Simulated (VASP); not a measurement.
CrB4, 5 atoms in the cell. It takes space group Immm (No. 71, orthorhombic). The conventional cell has a = 2.885 Å, b = 4.782 Å, c = 5.495 Å, α = 90.00°, β = 90.00°, γ = 90.00°. Within 2.9 Å of Cr (site symmetry mmm) lie 12 B at 2.10 to 2.22 Å and 2 Cr at 2.89 Å. B (site symmetry m) has 4 B at 1.74 to 1.88 Å and 3 Cr at 2.10 to 2.22 Å within 2.3 Å. 

* Program: VASP 6.6.1
* Task: single point
* Functional: r2SCAN
* Potentials or basis: VASP PAW PBE potentials, release 64 (Cr_pv, B)
* Cutoff: 520 eV
* k mesh: 14 × 14 × 14
* Occupations: gaussian, width 0.1 eV
* Spin: no spin polarisation
* Dipole correction: no
* Further INCAR settings: ALGO = Normal; EDIFF = 1e-06; NBANDS = 20

Potentials or basis: VASP PAW PBE potentials, release 64 (Cr_pv, B).

Command:

```sh
$ cat potpaw_PBE.64/Cr_pv/POTCAR potpaw_PBE.64/B/POTCAR > POTCAR
$ cp INCAR.step1 INCAR
$ mpirun -np 1 vasp_std > vasp.out
$ cp INCAR.step2 INCAR
$ mpirun -np 1 vasp_std > vasp.out
```

Hardware: 1 thread of Intel Xeon 8259CL, on a shared host.

How long does it take, and how much memory?

Run time: 33 min on 1 thread of Intel Xeon 8259CL, with other jobs on the host, peak memory 0.41 GiB. Counts: k points 428.
